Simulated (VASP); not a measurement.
Runs of VASP 6.6.1 on In2O (antifluorite type). The structure is that of space group Fm-3m (No. 225), or close to it. The cells are those of the table. 

```csv
cell,k mesh,gap on the mesh (eV),pressure (GPa)
"a = 4.441 Å, angles 60.0°, 3 atoms",15 × 15 × 15,none,3.1
"a = 4.503 Å, angles 60.0°, 3 atoms",15 × 15 × 15,none,1.0
"a = 4.623 Å, angles 60.0°, 3 atoms",10 × 10 × 10,none,(a)
"a = 4.473 Å, angles 60.0°, 3 atoms",15 × 15 × 15,none,2.0
```

Alike in all rows: task single point; level PBE; potentials or basis VASP PAW PBE potentials, release 64 (In_d, O); no spin polarisation; cutoff (eV) 520; smearing fermi-dirac 0.0612256 eV.

**Question.** Estimate the missing entries.

**Answer.** (a) -2.4.

Caveats: spin-orbit coupling is left out, which moves the levels of the heavy elements; the cell stands under pressure (at least some runs).

A k mesh can miss the band edges, and the runs leave out spin-orbit coupling on In.

A gap of «none» marks levels without a gap at the run's occupations.
